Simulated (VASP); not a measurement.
BAs:

```
B As
1.0
     0.00000    2.39187    2.39187
     2.39187    0.00000    2.39187
     2.39187    2.39187    0.00000
B As
1 1
Cartesian
  0.0000 0.0000 0.0000
  1.1959 1.1959 1.1959
```

Base run:

| Property | Result |
| --- | --- |
| Program | VASP 6.6.1 |
| Functional | PBE |
| Potentials or basis | VASP PAW PBE potentials, release 64 (B, As) |
| Cutoff | 520 eV |
| k mesh | 6 × 6 × 6 |
| Occupations | gaussian, width 0.01 eV |
| Spin | no spin polarisation |

Its results: band gap on the k mesh 1.28 eV, indirect (least direct gap 3.27 eV); pressure 2.8 GPa.

Question: The run is repeated on the same cell with these changes: functional from PBE to r2SCAN. What comes out?

Answer: Band gap on the k mesh 1.47 eV, indirect (least direct gap 3.44 eV); pressure 0.3 GPa.

r2SCAN gives the wider gap, since meta-GGAs in the generalised Kohn-Sham scheme recover part of the derivative discontinuity.

Caveats: the PAW data sets were made with another functional, which shifts forces and pressure a little (some runs).

A k mesh can miss the band edges.
